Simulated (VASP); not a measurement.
TiO2: single point with PBE+U

The system is TiO2.

```
Ti O
1.0
     2.69926   -2.69933   -0.02014
     2.69926    2.69933   -0.02014
    -2.66264    0.00000    4.90986
Ti O
2 4
Direct
  0.12501 0.87499 0.25000
  0.87499 0.12501 0.75000
  0.34556 0.09558 0.69113
  0.65444 0.90442 0.30887
  0.90442 0.65444 0.80887
  0.09558 0.34556 0.19113
```

This cell differs from its parent crystal: atoms shifted along a free coordinate.

```
Program             : VASP 6.6.1
Task                : single point
Functional          : PBE
Potentials or basis : VASP PAW PBE potentials, release 64 (Ti_sv, O)
Cutoff              : 520 eV
k mesh              : 6 × 6 × 6
Occupations         : gaussian, width 0.05 eV
Spin                : no spin polarisation
Hubbard terms       : Ti d U = 4.0 eV
```

* Pressure: -0.1 GPa
* Largest force: 1.452 eV/Å
* Band gap on the k mesh: 2.12 eV (least direct gap 2.80 eV)

Forces in eV/Å, atoms in the order of the input:
```
Ti   0.000  0.000  0.000
Ti   0.000  0.000  0.000
O   -0.012  0.000 -1.452
O    0.012  0.000  1.452
O    0.012  0.000  1.452
O   -0.012  0.000 -1.452
```

Stress tensor (GPa, compression positive):
```
  6.40   0.00  -0.15
  0.00   6.40   0.00
 -0.15   0.00 -13.13
```

Levels at points of the mesh, in eV from the valence-band top:
```
           k point  band 20  band 21  band 22  band 23  band 24  band 25  band 26  band 27  band 28  band 29
(0.00, 0.00, 0.00)    -1.10    -1.01    -1.01    -0.75    -0.75     2.12     2.77     3.22     3.22     3.47
(0.50, 0.00, 0.00)    -2.09    -2.08    -1.53    -1.25    -1.00     2.96     3.19     3.42     3.67     4.07
(0.50, 0.50, 0.00)    -2.84    -2.61    -2.61     0.00     0.00     3.42     3.42     3.81     3.81     4.80
(0.00, 0.00, 0.50)    -1.81    -1.65    -1.65    -0.50    -0.50     2.43     2.43     3.18     3.18     3.55
(0.50, 0.00, 0.50)    -2.09    -2.08    -1.53    -1.25    -1.00     2.96     3.19     3.42     3.67     4.07
(0.50, 0.50, 0.50)    -2.84    -2.61    -2.61     0.00     0.00     3.42     3.42     3.81     3.81     4.80
```

Eigenvalues of the final occupation matrices:
| site | spin | trace | eigenvalues |
| --- | --- | --- | --- |
| site 1 d | 1 | 0.79 | 0.09 0.09 0.12 0.21 0.27 |
| site 1 d | 2 | 0.79 | 0.09 0.09 0.12 0.21 0.27 |
| site 2 d | 1 | 0.79 | 0.09 0.09 0.12 0.21 0.27 |
| site 2 d | 2 | 0.79 | 0.09 0.09 0.12 0.21 0.27 |

Wall time 5.8 min on 1 thread of Intel Xeon 8259CL, on a shared host, peak memory 0.23 GiB.

Caveat: the cell differs from its parent crystal (atoms shifted along a free coordinate); the stress differs along the axes, from -13 to 6 GPa; forces of over 1 eV/Å act on the atoms, so gaps and moduli don't describe the material at rest. A k mesh can miss the band edges.
